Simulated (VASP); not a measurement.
Here is a VASP 6.6.1 calculation.

The input INCAR:

```
SYSTEM = Ga2O3
PREC     = Accurate       ! precision mode
ENCUT    = 520            ! plane-wave cutoff, eV
EDIFF    = 1E-7           ! SCF threshold, eV
ISMEAR   = 0              ! smearing method
SIGMA    = 0.01           ! smearing width, eV
LREAL    = Auto         
LASPH    = .TRUE.         ! aspherical terms in the spheres
NELM     = 100            ! most SCF steps
ALGO     = Normal         ! electronic algorithm
ISIF     = 2              ! what is computed and relaxed
LWAVE    = .FALSE.        ! write WAVECAR
LCHARG   = .FALSE.        ! write CHGCAR
GGA      = PE             ! functional
IBRION   = 2              ! ionic algorithm
NSW      = 100            ! ionic steps
EDIFFG   = -0.03          ! ionic threshold
ISYM     = 0
```

Contents of KPOINTS:

```
Automatic mesh
0
G
  3 3 1
  0 0 0
```

File POSCAR:

```
Ga2O3
1.0
   -2.5289754467      4.3803139633     -0.0000000167
   -5.0579508900      0.0000000000      0.0000000000
   -5.0579508900      2.9202093400      9.0826160100
Ga O
8 12
Direct
    0.1441586500      0.1441586500      0.2837620300
    0.3558413500      0.3558413500      0.4662379700
    0.8558413500      0.8558413500      0.2162379700
    0.6441586500      0.6441586500      0.0337620300
    0.1441586500      0.1441586500      0.7837620300
    0.3558413500      0.3558413500      0.9662379700
    0.8558413500      0.8558413500      0.7162379700
    0.6441586500      0.6441586500      0.5337620300
    0.9469003100      0.2500000000      0.1250000000
    0.2500000000      0.5530996900      0.1250000000
    0.5530996900      0.9469003100      0.1250000000
    0.0530996900      0.7500000000      0.3750000000
    0.4469003100      0.0530996900      0.3750000000
    0.7500000000      0.4469003100      0.3750000000
    0.9469003100      0.2500000000      0.6250000000
    0.2500000000      0.5530996900      0.6250000000
    0.5530996900      0.9469003100      0.6250000000
    0.0530996900      0.7500000000      0.8750000000
    0.4469003100      0.0530996900      0.8750000000
    0.7500000000      0.4469003100      0.8750000000
```

Potentials or basis: VASP PAW PBE potentials, release 64 (Ga_d, O).

Run with:

```sh
$ cat potpaw_PBE.64/Ga_d/POTCAR potpaw_PBE.64/O/POTCAR > POTCAR
$ mpirun -np 1 vasp_std > vasp.out
```

(1) Predict the band gap on the k mesh.

Results:

(1) 2.45 eV.

Caveat: the k points lie up to 0.69 Å⁻¹ apart; the relaxation stopped at its first step, so nothing moved.
